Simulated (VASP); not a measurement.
# MoS2 (P-3m1) in VASP: further runs, part 2 of 2

VASP 6.6.1. Earlier steps stand in the parts before.

## (3) Single point, r2SCAN+rVV10

This run uses another cell than the first one, of 20.12 Å³/atom, 1.019 times its volume.

POSCAR reads:

```
MoS2
1.0
    3.2907642509      0.0000000000      0.0000000000
   -1.6453821255      2.8498854391      0.0000000000
    0.0000000000      0.0000000000      6.4362788402
Mo S
1 2
Direct
    0.0000000000      0.0000000000      0.5000000000
    0.6666666667      0.3333333333      0.7446806800
    0.3333333333      0.6666666667      0.2553193200
```

INCAR.step1 reads:

```
SYSTEM = MoS2
  ALGO = Normal
  EDIFF = 1E-4
  ENCUT = 520
  GGA = PE
  ISMEAR = -1
  LASPH = .True.
  LCHARG = .False.
  LREAL = .False.
  LWAVE = .True.
  NBANDS = 20
  NELM = 80
  PREC = Accurate
  SIGMA = 0.05
```

INCAR.step2 reads:

```
SYSTEM = MoS2
  ALGO = Normal
  BPARAM = 11.95
  CPARAM = 0.0093
  EDIFF = 1E-6
  ENCUT = 520
  ISIF = 2
  ISMEAR = -1
  ISTART = 1
  IVDW_NL = 2
  LASPH = .True.
  LCHARG = .False.
  LMIXTAU = .True.
  LREAL = .False.
  LUSE_VDW = .True.
  LWAVE = .False.
  METAGGA = R2SCAN
  NBANDS = 20
  NELM = 80
  PREC = Accurate
  SIGMA = 0.05
```

KPOINTS reads:

```
k-points
0
Gamma
  9 9 4
  0 0 0
```

Potentials or basis: VASP PAW PBE potentials, release 64 (Mo_sv, S).

Run with:

```
> cat potpaw_PBE.64/Mo_sv/POTCAR potpaw_PBE.64/S/POTCAR > POTCAR
> cp INCAR.step1 INCAR
> mpirun -np 1 vasp_std > vasp.out
> cp INCAR.step2 INCAR
> mpirun -np 1 vasp_std > vasp.out
```

OUTCAR:

```text
SYSTEM = MoS2
   BPARAM = 11.95
   EDIFF = 1E-6
   ENCUT = 520
   ISIF = 2
   ISMEAR = -1
   ISTART = 1
   IVDW_NL = 2
   LASPH = .True.
   LREAL = .False.
   METAGGA = R2SCAN
   NELM = 80
   PREC = Accurate

 ion  position               nearest neighbor table
   1  0.000  0.000  0.500-   2 2.47   3 2.47   3 2.47   2 2.47   2 2.47   3 2.47
   2  0.667  0.333  0.745-   1 2.47   1 2.47   1 2.47
   3  0.333  0.667  0.255-   1 2.47   1 2.47   1 2.47

  LATTYP: Found a hexagonal cell.
 ALAT       =     3.2907642509
 C/A-ratio  =     1.9558614199

  Lattice vectors:

 A1 = (   3.2907642509,   0.0000000000,   0.0000000000)
 A2 = (  -1.6453821255,   2.8498854391,   0.0000000000)
 A3 = (   0.0000000000,   0.0000000000,   6.4362788402)

Analysis of symmetry for initial positions (statically):
=====================================================================
 Subroutine PRICEL returns:
 Original cell was already a primitive cell.

 Routine SETGRP: Setting up the symmetry group for a
 hexagonal supercell.

 Subroutine GETGRP returns: Found 12 space group operations
 (whereof 12 operations were pure point group operations)
 out of a pool of 24 trial point group operations.

The static configuration has the point symmetry D_3d.

Analysis of symmetry for dynamics (positions and initial velocities):
=====================================================================
 Subroutine PRICEL returns:
 Original cell was already a primitive cell.

 Routine SETGRP: Setting up the symmetry group for a
 hexagonal supercell.

 Subroutine GETGRP returns: Found 12 space group operations
 (whereof 12 operations were pure point group operations)
 out of a pool of 24 trial point group operations.

The dynamic configuration has the point symmetry D_3d.

 Subroutine INISYM returns: Found 12 space group operations
 (whereof 12 operations are pure point group operations),
 and found     1 'primitive' translations

----------------------------------------------------------------------------------------

                                     Primitive cell

  volume of cell :      60.3614

  direct lattice vectors                    reciprocal lattice vectors
     3.290764251  0.000000000  0.000000000     0.303880778  0.175445649  0.000000000
    -1.645382126  2.849885439  0.000000000     0.000000000  0.350891298  0.000000000
     0.000000000  0.000000000  6.436278840     0.000000000  0.000000000  0.155369279

  length of vectors
     3.290764251  3.290764251  6.436278840     0.350891298  0.350891298  0.155369279

  position of ions in fractional coordinates (direct lattice)
     0.000000000  0.000000000  0.500000000
     0.666666667  0.333333333  0.744680680
     0.333333333  0.666666667  0.255319320

  ion indices of the primitive-cell ions
   primitive index   ion index
                 1           1
                 2           2
                 3           3

----------------------------------------------------------------------------------------

 KPOINTS: k-points

Automatic generation of k-mesh.
 Grid dimensions read from file:
 generate k-points for:    9    9    4

 Generating k-lattice:

  Cartesian coordinates                     Fractional coordinates (reciprocal lattice)
     0.033764531  0.019493961  0.000000000     0.111111111 -0.000000000  0.000000000
     0.000000000  0.038987922  0.000000000     0.000000000  0.111111111  0.000000000
     0.000000000  0.000000000  0.038842320     0.000000000  0.000000000  0.250000000

  Length of vectors
     0.038987922  0.038987922  0.038842320

  Shift w.r.t. Gamma in fractional coordinates (k-lattice)
     0.000000000  0.000000000  0.000000000

 Subroutine IBZKPT returns following result:
 ===========================================

 Found     43 irreducible k-points:

 Following reciprocal coordinates:
            Coordinates               Weight
  0.000000  0.000000  0.000000      1.000000
  0.111111  0.000000  0.000000      6.000000
  0.222222  0.000000  0.000000      6.000000
  0.333333 -0.000000  0.000000      6.000000
  0.444444  0.000000  0.000000      6.000000
  0.111111  0.111111  0.000000      6.000000
[... 16 lines left out ...]
  0.222222  0.111111  0.250000     12.000000
 -0.111111  0.333333  0.250000     12.000000
 [... further k-points ...]
   k-points           NKPTS =     43   k-points in BZ     NKDIM =     43   number of bands    NBANDS=     20
   number of dos      NEDOS =    301   number of ions     NIONS =      3
   total plane-waves  NPLWV =  27648
   dimension x,y,z NGX =    24 NGY =   24 NGZ =   48
   dimension x,y,z NGXF=    48 NGYF=   48 NGZF=   96
   ions per type =               1   2
   NGX,Y,Z   is equivalent  to a cutoff of  12.12, 12.12, 12.40 a.u.
   NGXF,Y,Z  is equivalent  to a cutoff of  24.25, 24.25, 24.80 a.u.
 SYSTEM =  MoS2
   PREC   = accura    normal or accurate (medium, high low for compatibility)
   ISTART =      1    job   : 0-new  1-cont  2-samecut
   ICHARG =      0    charge: 1-file 2-atom 10-const
   ISPIN  =      1    spin polarized calculation?
   LNONCOLLINEAR =      F non collinear calculations
   LSORBIT =      F    spin-orbit coupling
   LASPH  =      T    aspherical Exc in radial PAW
   ENCUT  =  520.0 eV  38.22 Ry    6.18 a.u.   6.12  6.12 11.97*2*pi/ulx,y,z
   NELM   =     80;   NELMIN=  2; NELMDL=  0     # of ELM steps
   EDIFF  = 0.1E-05   stopping-criterion for ELM
   LREAL  =      F    real-space projection
   EDIFFG = 0.1E-04   stopping-criterion for IOM
   NSW    =      0    number of steps for IOM
   IBRION =     -1    ionic relax: 0-MD 1-quasi-New 2-CG
   NFREE  =      0    steps in history (QN), initial steepest desc. (CG)
   ISIF   =      2    stress and relaxation
   ISYM   =      2    0-nonsym 1-usesym 2-fastsym
   POTIM  = 0.5000    time-step for ionic-motion
   TEBEG  =    0.0;   TEEND  =   0.0 temperature during run
   PSTRESS=    0.0 pullay stress
   NELECT =      26.0000    total number of electrons
   NUPDOWN=      -1.0000    fix difference up-down
   EMIN   =  10.00;   EMAX   =-10.00  energy-range for DOS
   EFERMI =   0.00;   METHOD = LEGACY
   ISMEAR =    -1;   SIGMA  =   0.05  broadening in eV -4-tet -1-fermi 0-gaus
   EFERMI_NEDOS =   21; number of points for ismear=-14 and -15
   IALGO  =     38    algorithm
   IMIX   =      4    mixing-type and parameters
     AMIX     =   0.40;   BMIX     =  1.00
     AMIX_MAG =   1.60;   BMIX_MAG =  1.00
  volume/ion in A,a.u.               =      20.12       135.78
  Fermi-wavevector in a.u.,A,eV,Ry     =   1.236364  2.336389 20.797803  1.528595
  Thomas-Fermi vector in A             =   2.370975
   LORBIT       =      0    0 simple, 1 ext, 2 COOP (PROOUT), +10 PAW based schemes
   METAGGA = R2SCAN    functional components
   LHFCALC =     F    Hartree Fock is set to
   AEXX    =    0.0000 exact exchange contribution
   IVDW_NL    =     2    kernel type
   BPARAM     =11.9500
   IVDW    =     0    specifies the selected vdW correction
   LEPSILON=     F    determine dielectric tensor
   LRPA    =     F    only Hartree local field effects (RPA)
 non-spin polarized calculation
  energy-cutoff  :      520.00
  volume of cell :       60.36
 maximum number of plane-waves:      1644
   NGX = 13   NGY = 13   NGZ = 23

 number of electron      26.0000001 magnetization

 Free energy of the ion-electron system (eV)
  ---------------------------------------------------
  ext. energy  EPLUGINS =         0.00000000
  ---------------------------------------------------
  free energy    TOTEN  =       -43.56284804 eV

  energy without entropy =      -43.55240759  energy(sigma->0) =      -43.55762782

 E-fermi :   6.0990     XC(G=0): -10.8585

 val. band max:        6.0986899733   @ k =   0.2222   0.2222   0.5000
 cond. band min:       6.2251705006   @ k =   0.0000   0.1111   0.2500
 fundamental gap:      0.1264805273
 Fermi energy:         6.0990182020

 k-point     1 :       0.0000    0.0000    0.0000
  band No.  band energies     occupation
      1     -57.7170      2.00000
      2     -30.9908      2.00000
      3     -30.9908      2.00000
      4     -30.9694      2.00000
      5      -9.0802      2.00000
      6      -7.7409      2.00000
[... 12 lines left out ...]
     19      12.6707      0.00000
     20      16.1320      0.00000
[... 507 lines left out ...]
 k-point    24 :      -0.1111    0.3333    0.2500
  band No.  band energies     occupation
      1     -57.7005      2.00000
      2     -31.1575      2.00000
      3     -31.0418      2.00000
      4     -30.9340      2.00000
      5      -7.9504      2.00000
      6      -7.5888      2.00000
[... 12 lines left out ...]
     19      14.5195      0.00000
     20      14.9948      0.00000

 [... further k-points ...]
[... 5 lines left out ...]
  --------------------------------------------------------------------------------------
  -------------------------------------------------------------------------------------
  Total       -2.9721686     -2.9721686     -3.0281458      0.0000000      0.0000000      0.0000000
  in kB      -78.8905538    -78.8905538    -80.3763600      0.0000000      0.0000000      0.0000000
  external PRESSURE =     -79.3858225 kB  Pullay stress =       0.0000000 kB

 VOLUME and BASIS-vectors are now :
 -----------------------------------------------------------------------------
  energy-cutoff  :      520.00
  volume of cell :       60.36
      direct lattice vectors                 reciprocal lattice vectors
     3.290764251  0.000000000  0.000000000     0.303880778  0.175445649  0.000000000
    -1.645382126  2.849885439  0.000000000     0.000000000  0.350891298  0.000000000
     0.000000000  0.000000000  6.436278840     0.000000000  0.000000000  0.155369279

 POSITION                                       TOTAL-FORCE (eV/Angst)
 -----------------------------------------------------------------------------------
      0.00000      0.00000      3.21814        -0.000000      0.000000      0.000000
      1.64538      0.94996      4.79297        -0.000000      0.000000     -0.721443
     -0.00000      1.89992      1.64331         0.000000      0.000000      0.721443
 -----------------------------------------------------------------------------------
    total drift:                                0.000000     -0.000000      0.000000

  FREE ENERGIE OF THE ION-ELECTRON SYSTEM (eV)
  ---------------------------------------------------
  free  energy   TOTEN  =       -43.5628480437 eV

  energy  without entropy=      -43.5524075929  energy(sigma->0) =      -43.55762782
```

Wall time 2.2 min (1 thread of Intel Xeon 6975P-C, shared host); peak memory 0.31 GiB.

Results:

| Item | Value |
| --- | --- |
| Free energy | -43.5628 eV |
| Pressure | -7.9 GPa |
| Largest force | 0.721 eV/Å |
| Band gap on the k mesh | zero (band 13 reaches 6.75 eV, above the bottom of band 14 at 5.58 eV) |

Forces on the atoms (eV/Å):
```
Mo   0.000  0.000  0.000
S    0.000  0.000 -0.721
S    0.000  0.000  0.721
```

Caveat: the PAW data sets were made with another functional, which shifts forces and pressure a little.
